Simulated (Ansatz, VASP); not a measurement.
**Two plane-wave programs on SnO**

Contents of INCAR:

```
ALGO     = Normal         # electronic algorithm
EDIFF    = 1E-7           # SCF threshold, eV
ENCUT    = 520            # plane-wave cutoff, eV
GGA      = PE             # functional
ISIF     = 2              # what is computed and relaxed
ISMEAR   = 0              # smearing method
LASPH    = True           # aspherical terms in the spheres
LCHARG   = False          # write CHGCAR
LREAL    = False          # projectors in reciprocal space
LWAVE    = False          # write WAVECAR
NBANDS   = 50             # bands
NELM     = 60             # most SCF steps
PREC     = Accurate       # precision mode
SIGMA    = 0.15           # smearing width, eV
```

Contents of KPOINTS:

```
k-points
0
Gamma
  12 12 5
```

Contents of POSCAR:

```
SnO
1.0
   -3.8020000000      0.0000000000      0.0000000000
    0.0000000000     -3.8020000000      0.0000000000
    0.0000000000      0.0000000000     12.6720000000
Sn O
4 4
Direct
    0.0000000000      0.5000000000      0.6634616477
    0.0000000000      0.5000000000      0.2818328598
    0.5000000000      0.0000000000      0.0997959280
    0.5000000000      0.0000000000      0.4814247159
    0.0000000000      0.0000000000      0.5724431818
    0.0000000000      0.0000000000      0.1908143939
    0.5000000000      0.5000000000      0.5724431818
    0.5000000000      0.5000000000      0.1908143939
```

Input for Ansatz:

```yaml
crystal:
  lattice:
    - [-3.802, 0.0, 0.0]
    - [0.0, -3.802, 0.0]
    - [0.0, 0.0, 12.672]
  atoms:
    - { symbol: Sn, position: [0.0, 0.5, 0.6634616477] }
    - { symbol: Sn, position: [0.0, 0.5, 0.2818328598] }
    - { symbol: Sn, position: [0.5, 0.0, 0.099795928] }
    - { symbol: Sn, position: [0.5, 0.0, 0.4814247159] }
    - { symbol: O, position: [0.0, 0.0, 0.5724431818] }
    - { symbol: O, position: [0.0, 0.0, 0.1908143939] }
    - { symbol: O, position: [0.5, 0.5, 0.5724431818] }
    - { symbol: O, position: [0.5, 0.5, 0.1908143939] }
basis:
  ecutwfc: 420
kpoints:
  mp_grid: { grid: [12, 12, 5] }
hamiltonian:
  xc: pbe
scf:
  occupations: { method: gaussian, width: 0.15 }
output:
  forces: true
  stress: true
  eigenvalues: true
  write_density: true
  write_potential: true
  elf: true
  volumetric_format: npy
```

Alike in both runs: task single point; functional PBE; k mesh 12 × 12 × 5; occupations gaussian, width 0.15 eV; no spin polarisation.

```csv
,VASP,Ansatz
version,VASP 6.6.1,Ansatz 0.2.0
potentials or method,"VASP PAW PBE potentials, release 64 (Sn_d, O), cutoff 520 eV","scalar-relativistic, plane waves, PAW"
valence electrons in the cell,80,80
```

Ansatz gave:

* gap on the k mesh at the Fermi level (eV): 1.03
* least direct gap on the mesh (eV): 2.02
* pressure (GPa): 3.0
* traceless stress, the component that is largest in VASP (GPa): -0.45
* rms of the force components (eV/Å): 0.216

Question: Which values does VASP return?

Answer: gap on the k mesh at the Fermi level (eV): 1.03; least direct gap on the mesh (eV): 1.99; pressure (GPa): 3.2; traceless stress, the component that is largest in VASP (GPa): -0.42; rms of the force components (eV/Å): 0.252.

Atom by atom the forces differ by 0.037 eV/Å (rms over components). With one functional, cell and mesh, what is left measures potentials, basis and numerics.
